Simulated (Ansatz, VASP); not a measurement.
KCl in VASP and in Ansatz

```
K Cl
1.0
     4.44978    0.00000    0.00000
     0.00000    4.44978    0.00000
     0.00000    0.00000   18.29294
K Cl
3 3
Direct
  0.00000 0.00000 0.32800
  0.50000 0.50000 0.50000
  0.00000 0.00000 0.67200
  0.50000 0.50000 0.32800
  0.00000 0.00000 0.50000
  0.50000 0.50000 0.67200
```

Alike in both runs: task single point; functional PBE; k mesh 3 × 3 × 1; no spin polarisation.

```csv
,VASP,Ansatz
version,VASP 6.6.1,Ansatz 0.2.0
potentials or method,"VASP PAW PBE potentials, release 64 (K_sv, Cl), cutoff 520 eV","plane waves, PAW"
occupations,"methfessel-paxton of order 1, width 0.15 eV","cold, width 0.15 eV"
valence electrons in the cell,48,48
```

|  | VASP | Ansatz | Ansatz less VASP |
| --- | --- | --- | --- |
| gap on the k mesh at the Fermi level (eV) | 4.92 | 4.91 | -0.016 |

The k mesh is coarse, so the values compare programs but aren't converged.
